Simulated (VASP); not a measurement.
# CuSi16 (a cell with a defect) in VASP: further runs

Runs on CuSi16 (a cell with a defect). Level: LDA. Tasks: single point.

Everything below comes from runs of VASP 6.6.1. Logs are shortened: lines on timing, memory, paths and dates and some standing lists are left out, and cuts for length are marked.

## (1) The cell of the first run

The cell holds a defect, 17 atoms: a = 7.679 Å, b = 7.679 Å, c = 7.679 Å, α = 60.00°, β = 60.00°, γ = 60.00°.

## (2) Single point, LDA, collinear spin

Contents of INCAR:

```
SYSTEM = CuSi16
  PREC = Accurate
  ENCUT = 520
  EDIFF = 1E-7
  ISMEAR = -1
  SIGMA = 0.02
  LREAL = Auto
  LASPH = .True.
  NELM = 150
  ALGO = Normal
  ISIF = 2
  LWAVE = .False.
  LCHARG = .False.
  ISPIN = 2
  MAGMOM = 0 0 0 0 0 0 0 0 0 0 0 0 0 0 0 0 1
  LORBIT = 11
  LMAXMIX = 4
  NBANDS = 56
```

Contents of KPOINTS:

```
regular mesh
0
Gamma
  2 2 2
  0 0 0
```

Contents of POSCAR:

```
CuSi16
1.0
    0.0000000000      5.4300000000      5.4300000000
    5.4300000000      0.0000000000      5.4300000000
    5.4300000000      5.4300000000      0.0000000000
Si Cu
16 1
Direct
   -0.0699263352      0.0055616943     -0.0572375691
    0.1439134438      0.0531583794      0.1346132597
   -0.0139779006     -0.1858563536      0.5209576427
   -0.0342357274      0.1991160221      0.5744567219
    0.0068508287      0.4608287293      0.0698526703
    0.1914364641      0.6961694291     -0.0216022099
    0.1184346225      0.3423756906      0.7811418048
    0.2975138122      0.6282688766      0.6379742173
    0.4009668508      0.2408931860     -0.1073941068
    0.5282228361      0.2610589319      0.1217034991
    0.3551381215      0.2374769797      0.4961325967
    0.6358471455      0.2081123389      0.5660313076
    0.7331215470      0.5389042357     -0.2101749540
    0.6961325967      0.8240147330     -0.1046408840
    0.6022375691      0.5681860037      0.3255340700
    0.9000368324      0.5301289134      0.3845303867
    0.4242633517      0.6482965009      0.1128453039
```

Potentials or basis: VASP PAW LDA potentials, release 64 (Si, Cu).

The run is started by

```
$ cat potpaw_LDA.64/Si/POTCAR potpaw_LDA.64/Cu/POTCAR > POTCAR
$ mpirun -np 1 vasp_std > vasp.out
```

OUTCAR:

```text
SYSTEM = CuSi16
   PREC = Accurate
   ENCUT = 520
   EDIFF = 1E-7
   ISMEAR = -1
   LREAL = Auto
   LASPH = .True.
   NELM = 150
   ISIF = 2
   ISPIN = 2
   LORBIT = 11

 ion  position               nearest neighbor table
   1  0.930  0.006  0.943-   6 2.21   4 2.39  10 2.77   2 2.93  14 2.99   7 3.01
   2  0.144  0.053  0.135-   9 2.43   7 2.53   3 2.61   5 2.61  17 2.79   1 2.93
   3  0.986  0.814  0.521-   8 2.45   2 2.61  14 2.62  13 2.87  12 2.91   7 3.04   4 3.10
   4  0.966  0.199  0.574-  16 2.14   1 2.39  12 2.53  11 2.88  13 3.07   3 3.10
   5  0.007  0.461  0.070-  16 2.38   7 2.41   6 2.46   2 2.61   9 2.63  15 2.67  14 2.84   8 2.97

   6  0.191  0.696  0.978-   1 2.21  17 2.28   5 2.46   8 2.56  16 2.87  10 3.10
   7  0.118  0.342  0.781-  11 2.25   9 2.36   5 2.41   2 2.53  13 2.54   8 2.65   1 3.01   3 3.04

   8  0.298  0.628  0.638-  15 2.42   3 2.45   6 2.56   9 2.58   7 2.65   5 2.97  12 3.07
   9  0.401  0.241  0.893-  12 2.29   7 2.36   2 2.43  10 2.49   8 2.58   5 2.63  14 2.85
  10  0.528  0.261  0.122-  11 2.44   9 2.49  17 2.64  13 2.73   1 2.77   6 3.10
  11  0.355  0.237  0.496-   7 2.25  12 2.35  10 2.44   4 2.88
  12  0.636  0.208  0.566-   9 2.29  11 2.35  15 2.40   4 2.53  14 2.77   3 2.91   8 3.07
  13  0.733  0.539  0.790-  14 2.54   7 2.54  17 2.59  10 2.73  16 2.73   3 2.87   4 3.07
  14  0.696  0.824  0.895-  17 2.46  13 2.54   3 2.62  12 2.77  15 2.80   5 2.84   9 2.85   1 2.99

  15  0.602  0.568  0.326-  17 2.30  16 2.40  12 2.40   8 2.42   5 2.67  14 2.80
  16  0.900  0.530  0.385-   4 2.14   5 2.38  15 2.40  13 2.73   6 2.87
  17  0.424  0.648  0.113-   6 2.28  15 2.30  14 2.46  13 2.59  10 2.64   2 2.79

  LATTYP: Found a face centered cubic cell.
 ALAT       =    10.8600000000

  Lattice vectors:

 A1 = (   0.0000000000,   5.4300000000,   5.4300000000)
 A2 = (   5.4300000000,   0.0000000000,   5.4300000000)
 A3 = (   5.4300000000,   5.4300000000,   0.0000000000)

Analysis of symmetry for initial positions (statically):
=====================================================================
 Subroutine PRICEL returns:
 Original cell was already a primitive cell.

 Routine SETGRP: Setting up the symmetry group for a
 face centered cubic supercell.

 Subroutine GETGRP returns: Found  1 space group operations
 (whereof  1 operations were pure point group operations)
 out of a pool of 48 trial point group operations.

The static configuration has the point symmetry C_1 .

Analysis of symmetry for dynamics (positions and initial velocities):
=====================================================================
 Subroutine PRICEL returns:
 Original cell was already a primitive cell.

 Routine SETGRP: Setting up the symmetry group for a
 face centered cubic supercell.

 Subroutine GETGRP returns: Found  1 space group operations
[... 178 lines left out ...]
  energy without entropy =      -90.27953543  energy(sigma->0) =      -90.28341753

 E-fermi :   6.3228     XC(G=0):  -9.9718

 val. band max:        6.3015596980   @ k =   0.0000   0.0000   0.0000
 cond. band min:       6.3452638771   @ k =   0.5000   0.5000   0.0000
 fundamental gap:      0.0437041791
 Fermi energy:         6.3227524674

 spin component 1

 k-point     1 :       0.0000    0.0000    0.0000
  band No.  band energies     occupation
      1      -6.5781      1.00000
      2      -4.2527      1.00000
      3      -3.7468      1.00000
      4      -3.2220      1.00000
      5      -3.0567      1.00000
      6      -2.8495      1.00000
[... 405 lines left out ...]
     48       9.1321      0.00000
     49       9.3819      0.00000
 Fermi energy:         6.3227524674

 spin component 2

 k-point     1 :       0.0000    0.0000    0.0000
  band No.  band energies     occupation
      1      -6.5781      1.00000
      2      -4.2527      1.00000
      3      -3.7468      1.00000
      4      -3.2220      1.00000
      5      -3.0567      1.00000
      6      -2.8495      1.00000
[... 405 lines left out ...]
     48       9.1321      0.00000
     49       9.3819      0.00000
 [bands above 49 left out]

------------------------ aborting loop because EDIFF is reached ----------------------------------------

  FORCE on cell =-STRESS in cart. coord.  units (eV):
  Direction    XX          YY          ZZ          XY          YZ          ZX
  --------------------------------------------------------------------------------------
  -------------------------------------------------------------------------------------
  Total       -8.3975729     -4.3027264    -11.3174774     -2.3180121     -3.3956059      1.9583116
  in kB      -42.0179522    -21.5290482    -56.6279360    -11.5983658    -16.9901953      9.7985744
  external PRESSURE =     -40.0583121 kB  Pullay stress =       0.0000000 kB

 VOLUME and BASIS-vectors are now :
 -----------------------------------------------------------------------------
  energy-cutoff  :      520.00
  volume of cell :      320.21
      direct lattice vectors                 reciprocal lattice vectors
     0.000000000  5.430000000  5.430000000    -0.092081031  0.092081031  0.092081031
     5.430000000  0.000000000  5.430000000     0.092081031 -0.092081031  0.092081031
     5.430000000  5.430000000  0.000000000     0.092081031  0.092081031 -0.092081031

 POSITION                                       TOTAL-FORCE (eV/Angst)
 -----------------------------------------------------------------------------------
      5.14940     10.16950      5.08050         1.756639     -1.440963      0.067458
      1.01960      1.51240      1.07010        -0.390525     -0.330392     -0.603772
      7.24960      8.18290      9.77490         0.434147      0.023813     -0.130379
      4.20050      8.36340      6.32530        -1.196506      1.830000     -2.050557
      2.88160      0.41650      2.53950         0.213840     -0.614348     -0.316935
      9.09290      6.35220      4.81970        -1.073789      0.785084     -0.392342
[... 9 lines left out ...]
      4.96660      6.97520      7.76580         2.054488     -0.995776      1.992793
      4.13300      2.91650      5.82400        -0.342290     -0.108746      0.107925
 -----------------------------------------------------------------------------------
    total drift:                                0.004235      0.001247      0.001679

  FREE ENERGIE OF THE ION-ELECTRON SYSTEM (eV)
  ---------------------------------------------------
  free  energy   TOTEN  =       -90.2872996307 eV

  energy  without entropy=      -90.2795354329  energy(sigma->0) =      -90.28341753

 total charge

# of ion       s       p       d       tot
------------------------------------------
    1        0.829   0.784   0.000   1.612
    2        0.854   0.713   0.000   1.567
    3        0.865   0.683   0.000   1.548
    4        0.821   0.832   0.000   1.653
    5        0.833   0.805   0.000   1.638
    6        0.810   0.838   0.000   1.649
[... 9 lines left out ...]
   16        0.834   0.832   0.000   1.666
   17        0.486   0.427   9.151  10.064
--------------------------------------------------
tot         13.703  13.061   9.151  35.915

 magnetization (x)

# of ion       s       p       d       tot
------------------------------------------
    1       -0.000  -0.000   0.000  -0.000
    2        0.000   0.000   0.000   0.000
    3        0.000   0.000   0.000   0.000
    4       -0.000  -0.000   0.000  -0.000
    5        0.000  -0.000   0.000   0.000
    6        0.000   0.000   0.000   0.000
[... 9 lines left out ...]
   16        0.000   0.000   0.000   0.000
   17       -0.000   0.000  -0.000  -0.000
--------------------------------------------------
tot          0.000   0.000  -0.000  -0.000
```

It took 22 min on 1 thread of Oxide Virtual Turin-like, shared host; peak memory 0.47 GiB.

Results:

```yaml
Free_energy: -90.2873 eV
Pressure: -4.0 GPa
Largest_force: 3.030 eV/Å
Net_moment: 0.00 μB per cell
Valence_electrons_inside_the_program's_atomic_spheres: Si 1.61, 1.57, 1.55, 1.65, 1.64, 1.60, 1.66, 1.56, 1.63, 1.67 (each value once); Cu 10.06
```

Forces on the atoms (eV/Å):
```
Si   1.757 -1.441  0.067
Si  -0.391 -0.330 -0.604
Si   0.434  0.024 -0.130
Si  -1.197  1.830 -2.051
Si   0.214 -0.614 -0.317
Si  -1.074  0.785 -0.392
Si   1.206 -1.545 -1.075
Si   0.690  0.056 -0.066
Si   0.691  1.903  0.185
Si  -0.604 -0.247  0.776
Si  -1.655 -0.812  0.260
Si  -0.916  0.785  0.563
Si  -0.616  0.231  0.144
Si  -0.279  0.525  0.448
Si   0.026 -0.046  0.091
Si   2.054 -0.996  1.993
Cu  -0.342 -0.109  0.108
```

Caveat: the k points lie up to 0.50 Å⁻¹ apart; the atoms stand as in a frame of molecular dynamics.

[end of part 1 of 2]
